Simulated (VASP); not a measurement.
# Cd2S: single point with r2SCAN

The system is Cd2S.

```
Cd S
1.0
     3.93607    0.00000    0.00000
    -1.96804    3.40874    0.00000
     0.00000    0.00000    5.77020
Cd S
2 1
Direct
  0.33333 0.66667 0.93272
  0.66667 0.33333 0.57873
  0.33333 0.66667 0.36571
```

| Quantity | Value |
| --- | --- |
| Program | VASP 6.6.1 |
| Task | single point |
| Functional | r2SCAN |
| Potentials or basis | VASP PAW PBE potentials, release 64 (Cd, S) |
| Cutoff | 520 eV |
| k mesh | 8 × 8 × 5 |
| Occupations | fermi-dirac, width 0.05 eV |
| Spin | no spin polarisation |
| Dipole correction | no |
| Further INCAR settings | ALGO = Normal; EDIFF = 1e-07; NBANDS = 22 |

The pressure is -0.5 GPa. The largest force is 0.070 eV/Å and the band gap on the k mesh is 0.29 eV, indirect (least direct gap 0.65 eV).

Forces on the atoms (eV/Å):
```
Cd   0.000  0.000 -0.033
Cd   0.000  0.000  0.070
S    0.000  0.000 -0.037
```

Stress tensor (GPa, compression positive):
```
-0.68  0.00  0.00
 0.00 -0.68  0.00
 0.00  0.00 -0.27
```

Levels at points of the mesh, in eV from the valence-band top:
| k point | band 11 | band 12 | band 13 | band 14 | band 15 | band 16 | band 17 | band 18 | band 19 | band 20 |
| --- | --- | --- | --- | --- | --- | --- | --- | --- | --- | --- |
| (0.00, 0.00, 0.00) | -8.04 | -4.65 | -3.87 | -0.86 | -0.86 | 3.66 | 5.46 | 7.24 | 7.24 | 8.87 |
| (0.50, 0.00, 0.00) | -7.86 | -4.71 | -3.21 | -1.78 | -1.17 | 0.59 | 3.47 | 5.04 | 6.19 | 7.95 |

Run time: 4.5 min on 1 thread of Intel(R) Xeon(R) Platinum 8259CL CPU @ 2.50GHz (Skylake/Cascade Lake), on a shared host, peak memory 0.24 GiB.

Caveat: the PAW data sets were made with another functional, which shifts forces and pressure a little. A k mesh can miss the band edges.
